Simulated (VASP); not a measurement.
# CuSi16 (a cell with a defect) in VASP: single point with PBE

Aim: the single point of CuSi16 (a cell with a defect) with PBE.

All numbers are computed with VASP 6.6.1; they aren't measurements. Logs are shortened: lines on timing, memory, paths and dates and some standing lists are left out, and cuts for length are marked.

## (1) The cell of the first run

The cell holds a defect, 17 atoms: a = 7.679 Å, b = 7.679 Å, c = 7.679 Å, α = 60.00°, β = 60.00°, γ = 60.00°.

## (2) Single point, PBE

Contents of INCAR:

```
ALGO = Normal
EDIFF = 1E-6
ENCUT = 520
GGA = PE
ISIF = 2
ISMEAR = 0
LASPH = T
LCHARG = T
LELF = T
LREAL = Auto
LVHAR = T
LWAVE = F
NBANDS = 52
NELECT = 74.0
NELM = 100
PREC = Accurate
SIGMA = 0.05
```

Contents of KPOINTS:

```
k-points
0
Gamma
  2 2 2
```

Contents of POSCAR:

```
CuSi16
1.0
    0.0000000000      5.4300000000      5.4300000000
    5.4300000000      0.0000000000      5.4300000000
    5.4300000000      5.4300000000      0.0000000000
Si Cu
16 1
Direct
    0.0086139042     -0.0421641805      0.0168350829
    0.1213759669      0.1172557090      0.1154341621
   -0.0130816759     -0.0009897790      0.5071450276
    0.1216092081      0.1173434622      0.6461552486
   -0.0008165746      0.4883495396      0.0024882136
    0.1402421731      0.5858123389      0.1371438306
   -0.0007486188      0.4883874770      0.5103220994
    0.1143908840      0.6275369245      0.6292544199
    0.5055383978      0.0006015654     -0.0183258748
    0.6401316759      0.1188261510      0.1208907919
    0.5057023941      0.0007322284      0.5125799263
    0.6184816759      0.1602638122      0.6110304788
    0.5125353591      0.4902889503     -0.0011429098
    0.6277444751      0.6295376611      0.1176140884
    0.4866793738      0.5323195212      0.4908302026
    0.6278051565      0.6296316759      0.6256248619
    0.3138182320      1.0580616943      0.3142198895
```

Potentials or basis: VASP PAW PBE potentials, release 64 (Si, Cu).

On the command line:

```
$ cat potpaw_PBE.64/Si/POTCAR potpaw_PBE.64/Cu/POTCAR > POTCAR
$ mpirun -np 1 vasp_std > vasp.out
```

OUTCAR:

```text
EDIFF = 1E-6
   ENCUT = 520
   GGA = PE
   ISIF = 2
   ISMEAR = 0
   LASPH = T
   LREAL = Auto
   NELECT = 74.0
   NELM = 100
   PREC = Accurate

 ion  position               nearest neighbor table
   1  0.009  0.958  0.017-  10 2.32   6 2.33   4 2.34   2 2.34
   2  0.121  0.117  0.115-   5 2.33   1 2.34  17 2.37   9 2.41   3 2.46
   3  0.987  0.999  0.507-  12 2.32   8 2.33  17 2.33   2 2.46   4 2.46
   4  0.122  0.117  0.646-   7 2.33   1 2.34  17 2.37  11 2.41   3 2.46
   5  0.999  0.488  0.002-   2 2.33  14 2.33   8 2.34   6 2.35
   6  0.140  0.586  0.137-   1 2.33  13 2.34   5 2.35   7 2.35
   7  0.999  0.488  0.510-   4 2.33  16 2.33   8 2.34   6 2.35
   8  0.114  0.628  0.629-   3 2.33  15 2.34   7 2.34   5 2.34
   9  0.506  0.001  0.982-  14 2.33  12 2.34  17 2.37   2 2.41  10 2.46
  10  0.640  0.119  0.121-   1 2.32  13 2.33  17 2.34  11 2.46   9 2.46
  11  0.506  0.001  0.513-  16 2.33  12 2.34  17 2.37   4 2.41  10 2.46
  12  0.618  0.160  0.611-   3 2.32  15 2.33   9 2.34  11 2.34
  13  0.513  0.490  0.999-  10 2.33   6 2.34  14 2.34  16 2.34
  14  0.628  0.630  0.118-   9 2.33   5 2.33  13 2.34  15 2.35
  15  0.487  0.532  0.491-  12 2.33   8 2.34  14 2.35  16 2.35
  16  0.628  0.630  0.626-  11 2.33   7 2.33  13 2.34  15 2.35
  17  0.314  0.058  0.314-   3 2.33  10 2.34   9 2.37   4 2.37  11 2.37   2 2.37

  LATTYP: Found a face centered cubic cell.
 ALAT       =    10.8600000000

  Lattice vectors:

 A1 = (   0.0000000000,   5.4300000000,   5.4300000000)
 A2 = (   5.4300000000,   0.0000000000,   5.4300000000)
 A3 = (   5.4300000000,   5.4300000000,   0.0000000000)

Analysis of symmetry for initial positions (statically):
=====================================================================
 Subroutine PRICEL returns:
 Original cell was already a primitive cell.

 Routine SETGRP: Setting up the symmetry group for a
 face centered cubic supercell.

 Subroutine GETGRP returns: Found  1 space group operations
 (whereof  1 operations were pure point group operations)
 out of a pool of 48 trial point group operations.

The static configuration has the point symmetry C_1 .

Analysis of symmetry for dynamics (positions and initial velocities):
=====================================================================
 Subroutine PRICEL returns:
 Original cell was already a primitive cell.

 Routine SETGRP: Setting up the symmetry group for a
 face centered cubic supercell.

 Subroutine GETGRP returns: Found  1 space group operations
 (whereof  1 operations were pure point group operations)
 out of a pool of 48 trial point group operations.

The dynamic configuration has the point symmetry C_1 .

 Subroutine INISYM returns: Found  1 space group operations
 (whereof  1 operations are pure point group operations),
 and found     1 'primitive' translations

----------------------------------------------------------------------------------------

                                     Primitive cell

  volume of cell :     320.2060

  direct lattice vectors                    reciprocal lattice vectors
     0.000000000  5.430000000  5.430000000    -0.092081031  0.092081031  0.092081031
     5.430000000  0.000000000  5.430000000     0.092081031 -0.092081031  0.092081031
     5.430000000  5.430000000  0.000000000     0.092081031  0.092081031 -0.092081031

  length of vectors
     7.679179644  7.679179644  7.679179644     0.159489025  0.159489025  0.159489025

  position of ions in fractional coordinates (direct lattice)
     0.008613904  0.957835819  0.016835083
     0.121375967  0.117255709  0.115434162
     0.986918324  0.999010221  0.507145028
     0.121609208  0.117343462  0.646155249
     0.999183425  0.488349540  0.002488214
     0.140242173  0.585812339  0.137143831
[... 9 lines left out ...]
     0.627805157  0.629631676  0.625624862
     0.313818232  0.058061694  0.314219890

  ion indices of the primitive-cell ions
   primitive index   ion index
                 1           1
                 2           2
                 3           3
                 4           4
                 5           5
                 6           6
[... 9 lines left out ...]
                16          16
                17          17

----------------------------------------------------------------------------------------

 KPOINTS: k-points

Automatic generation of k-mesh.
 Grid dimensions read from file:
 generate k-points for:    2    2    2

 Generating k-lattice:

  Cartesian coordinates                     Fractional coordinates (reciprocal lattice)
    -0.046040516  0.046040516  0.046040516     0.500000000  0.000000000  0.000000000
     0.046040516 -0.046040516  0.046040516     0.000000000  0.500000000  0.000000000
     0.046040516  0.046040516 -0.046040516     0.000000000  0.000000000  0.500000000

  Length of vectors
     0.079744512  0.079744512  0.079744512

  Shift w.r.t. Gamma in fractional coordinates (k-lattice)
     0.000000000  0.000000000  0.000000000

 Subroutine IBZKPT returns following result:
 ===========================================

 Found      8 irreducible k-points:

 Following reciprocal coordinates:
            Coordinates               Weight
  0.000000  0.000000  0.000000      1.000000
  0.500000  0.000000  0.000000      1.000000
  0.000000  0.500000  0.000000      1.000000
  0.000000  0.000000  0.500000      1.000000
  0.500000  0.500000  0.500000      1.000000
  0.500000  0.500000  0.000000      1.000000
  0.000000  0.500000  0.500000      1.000000
  0.500000  0.000000  0.500000      1.000000
   k-points           NKPTS =      8   k-points in BZ     NKDIM =      8   number of bands    NBANDS=     52
   number of dos      NEDOS =    301   number of ions     NIONS =     17
   total plane-waves  NPLWV = 216000
   dimension x,y,z NGX =    60 NGY =   60 NGZ =   60
   dimension x,y,z NGXF=   120 NGYF=  120 NGZF=  120
   ions per type =              16   1
   NGX,Y,Z   is equivalent  to a cutoff of  12.99, 12.99, 12.99 a.u.
   NGXF,Y,Z  is equivalent  to a cutoff of  25.98, 25.98, 25.98 a.u.
 SYSTEM =  unknown system
   PREC   = accura    normal or accurate (medium, high low for compatibility)
   ISTART =      0    job   : 0-new  1-cont  2-samecut
   ICHARG =      2    charge: 1-file 2-atom 10-const
   ISPIN  =      1    spin polarized calculation?
   LNONCOLLINEAR =      F non collinear calculations
   LSORBIT =      F    spin-orbit coupling
   LASPH  =      T    aspherical Exc in radial PAW
   ENCUT  =  520.0 eV  38.22 Ry    6.18 a.u.  14.28 14.28 14.28*2*pi/ulx,y,z
   NELM   =    100;   NELMIN=  2; NELMDL= -5     # of ELM steps
   EDIFF  = 0.1E-05   stopping-criterion for ELM
   LREAL  =      T    real-space projection
   EDIFFG = 0.1E-04   stopping-criterion for IOM
   NSW    =      0    number of steps for IOM
   IBRION =     -1    ionic relax: 0-MD 1-quasi-New 2-CG
   NFREE  =      0    steps in history (QN), initial steepest desc. (CG)
   ISIF   =      2    stress and relaxation
   ISYM   =      2    0-nonsym 1-usesym 2-fastsym
   POTIM  = 0.5000    time-step for ionic-motion
   TEBEG  =    0.0;   TEEND  =   0.0 temperature during run
   PSTRESS=    0.0 pullay stress
   NELECT =      74.0000    total number of electrons
   NUPDOWN=      -1.0000    fix difference up-down
   EMIN   =  10.00;   EMAX   =-10.00  energy-range for DOS
   EFERMI =   0.00;   METHOD = LEGACY
   ISMEAR =     0;   SIGMA  =   0.05  broadening in eV -4-tet -1-fermi 0-gaus
   EFERMI_NEDOS =   21; number of points for ismear=-14 and -15
   IALGO  =     38    algorithm
   IMIX   =      4    mixing-type and parameters
     AMIX     =   0.40;   BMIX     =  1.00
     AMIX_MAG =   1.60;   BMIX_MAG =  1.00
  volume/ion in A,a.u.               =      18.84       127.11
  Fermi-wavevector in a.u.,A,eV,Ry     =   1.004636  1.898488 13.732283  1.009294
  Thomas-Fermi vector in A             =   2.137265
   LORBIT       =      0    0 simple, 1 ext, 2 COOP (PROOUT), +10 PAW based schemes
   GGA     = PE    functional components
   LHFCALC =     F    Hartree Fock is set to
   AEXX    =    0.0000 exact exchange contribution
   IVDW    =     0    specifies the selected vdW correction
   LEPSILON=     F    determine dielectric tensor
   LRPA    =     F    only Hartree local field effects (RPA)
 non-spin polarized calculation
 Gauss-broadening in eV      SIGMA  =   0.05
  energy-cutoff  :      520.00
  volume of cell :      320.21
 maximum number of plane-waves:      8646
 NGX is ok and might be reduce to    60
   NGX = 29   NGY = 29   NGZ = 29

 number of electron      74.0000002 magnetization

 Free energy of the ion-electron system (eV)
  ---------------------------------------------------
  ext. energy  EPLUGINS =         0.00000000
  ---------------------------------------------------
  free energy    TOTEN  =       -94.17022432 eV

  energy without entropy =      -94.16961393  energy(sigma->0) =      -94.16991913

 E-fermi :   6.3994     XC(G=0):  -9.6168

 val. band max:        6.3135326811   @ k =   0.0000   0.0000   0.0000
 cond. band min:       6.4785504174   @ k =   0.0000   0.0000   0.0000
 fundamental gap:      0.1650177364
 Fermi energy:         6.3993806141

 k-point     1 :       0.0000    0.0000    0.0000
  band No.  band energies     occupation
      1      -5.8996      2.00000
      2      -3.5542      2.00000
      3      -3.5162      2.00000
      4      -3.4846      2.00000
      5      -3.4710      2.00000
      6      -1.9432      2.00000
[... 41 lines left out ...]
     48       8.4158      0.00000
     49       8.5004      0.00000

 k-point     2 :       0.5000    0.0000    0.0000
  band No.  band energies     occupation
      1      -5.1836      2.00000
      2      -4.9868      2.00000
      3      -3.3190      2.00000
      4      -3.2443      2.00000
      5      -3.1098      2.00000
      6      -3.1093      2.00000
[... 304 lines left out ...]
 k-point     8 :       0.5000    0.0000    0.5000
  band No.  band energies     occupation
      1      -4.9320      2.00000
      2      -4.7183      2.00000
      3      -3.9179      2.00000
      4      -3.7734      2.00000
      5      -3.7496      2.00000
      6      -3.7329      2.00000
[... 41 lines left out ...]
     48      10.4250      0.00000
     49      10.4536      0.00000
 [bands above 49 left out]

------------------------ aborting loop because EDIFF is reached ----------------------------------------

  FORCE on cell =-STRESS in cart. coord.  units (eV):
  Direction    XX          YY          ZZ          XY          YZ          ZX
  --------------------------------------------------------------------------------------
  -------------------------------------------------------------------------------------
  Total       -1.2787282     -1.2881709     -0.9111298     -1.1735590     -0.0668619      0.0488899
  in kB       -6.3982225     -6.4454698     -4.5589132     -5.8719995     -0.3345490      0.2446245
  external PRESSURE =      -5.8008685 kB  Pullay stress =       0.0000000 kB

 VOLUME and BASIS-vectors are now :
 -----------------------------------------------------------------------------
  energy-cutoff  :      520.00
  volume of cell :      320.21
      direct lattice vectors                 reciprocal lattice vectors
     0.000000000  5.430000000  5.430000000    -0.092081031  0.092081031  0.092081031
     5.430000000  0.000000000  5.430000000     0.092081031 -0.092081031  0.092081031
     5.430000000  5.430000000  0.000000000     0.092081031  0.092081031 -0.092081031

 POSITION                                       TOTAL-FORCE (eV/Angst)
 -----------------------------------------------------------------------------------
      5.29246      0.13819      5.24782         0.010235     -0.005238      0.005607
      1.26351      1.28588      1.29577        -0.010625     -0.008352     -0.001495
      8.17842      8.11276     10.78359         0.010816     -0.003010     -0.008237
      4.14580      4.16896      1.29751         0.003263      0.005047     -0.005948
      2.66525      5.43908      8.07730        -0.003472      0.000524     -0.002851
      3.92565      1.50621      3.94248         0.001279     -0.001557      0.003485
[... 9 lines left out ...]
      6.81604      6.80612      6.82788        -0.001352     -0.002766      0.000749
      2.02149      3.41025      2.01931        -0.000276      0.006377      0.000360
 -----------------------------------------------------------------------------------
    total drift:                               -0.001082     -0.000844      0.005648

  FREE ENERGIE OF THE ION-ELECTRON SYSTEM (eV)
  ---------------------------------------------------
  free  energy   TOTEN  =       -94.1702243189 eV

  energy  without entropy=      -94.1696139348  energy(sigma->0) =      -94.16991913
```

Wall time 4.1 min (1 thread of Intel Xeon Platinum 8488C (Sapphire Rapids), shared host); peak memory 0.49 GiB.

Results:

```
Free energy   : -94.1702 eV
Largest force : 0.014 eV/Å
```

Forces in eV/Å, atoms in the order of the input:
```
Si   0.010 -0.005  0.006
Si  -0.011 -0.008 -0.001
Si   0.011 -0.003 -0.008
Si   0.003  0.005 -0.006
Si  -0.003  0.001 -0.003
Si   0.001 -0.002  0.003
Si   0.001  0.001 -0.002
Si   0.000  0.000  0.003
Si  -0.003 -0.004  0.003
Si  -0.007 -0.001  0.008
Si   0.007  0.006  0.001
Si  -0.008  0.003 -0.005
Si   0.001 -0.001  0.002
Si   0.001  0.001  0.000
Si  -0.002  0.003 -0.002
Si  -0.001 -0.003  0.001
Cu   0.000  0.006  0.000
```

Levels at points of the mesh, in eV from the Fermi level:
```csv
k point,band 34,band 35,band 36,band 37,band 38,band 39,band 40,band 41
"(0.00, 0.00, 0.00)",-1.11,-0.50,-0.09,-0.09,0.08,0.13,0.55,0.59
"(0.50, 0.00, 0.00)",-1.08,-0.97,-0.90,-0.68,0.70,1.04,1.12,1.32
"(0.00, 0.50, 0.00)",-0.92,-0.91,-0.59,-0.43,0.59,0.99,1.47,1.48
"(0.00, 0.00, 0.50)",-1.08,-0.99,-0.91,-0.73,0.69,1.03,1.09,1.29
"(0.50, 0.50, 0.50)",-1.08,-0.99,-0.91,-0.73,0.69,1.03,1.09,1.29
"(0.50, 0.50, 0.00)",-1.67,-1.48,-1.46,-1.11,0.74,0.81,1.88,2.09
"(0.00, 0.50, 0.50)",-1.67,-1.47,-1.44,-1.16,0.74,0.83,1.89,2.08
"(0.50, 0.00, 0.50)",-1.67,-1.47,-1.44,-1.17,0.74,0.83,1.89,2.08
```

Caveat: the k points lie up to 0.50 Å⁻¹ apart; the cell carries a net charge on a neutralising background, which shifts energy and pressure; the cell is charged against a uniform background, so pressure and absolute levels hang on convention.
